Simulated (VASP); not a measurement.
Here is a VASP 6.6.1 calculation.

File INCAR:

```
SYSTEM = Ir
ALGO = Fast
EDIFF = 1E-6
ENCUT = 520
GGA = PS
ISIF = 2
ISMEAR = 0
LASPH = .TRUE.
LCHARG = .TRUE.
LELF = .TRUE.
LREAL = .FALSE.
LVHAR = .TRUE.
LWAVE = .FALSE.
NBANDS = 10
NELM = 80
PREC = Accurate
SIGMA = 0.15
```

Contents of KPOINTS:

```
k-points
0
G
  26 26 26
  0 0 0
```

Contents of POSCAR:

```
Ir
1.0
    0.0000000000      1.9151152071      1.9151152071
    2.0012953914      0.0000000000      1.9151152071
    2.0012953914      1.9151152071      0.0000000000
Ir
1
Direct
    0.0000000000      0.0000000000      0.0000000000
```

Potentials or basis: VASP PAW PBE potentials, release 64 (Ir).

Run with:

```bash
$ cat potpaw_PBE.64/Ir/POTCAR > POTCAR
$ mpirun -np 1 vasp_std > vasp.out
```

(1) What does it give for the pressure?

## Answers

(1) -14.2 GPa.

Caveat: the cell differs from its parent crystal (strain +0.0450 x Voigt [1, 0, 0, 0, 0, 0]); the PAW data sets were made with another functional, which shifts forces and pressure a little.
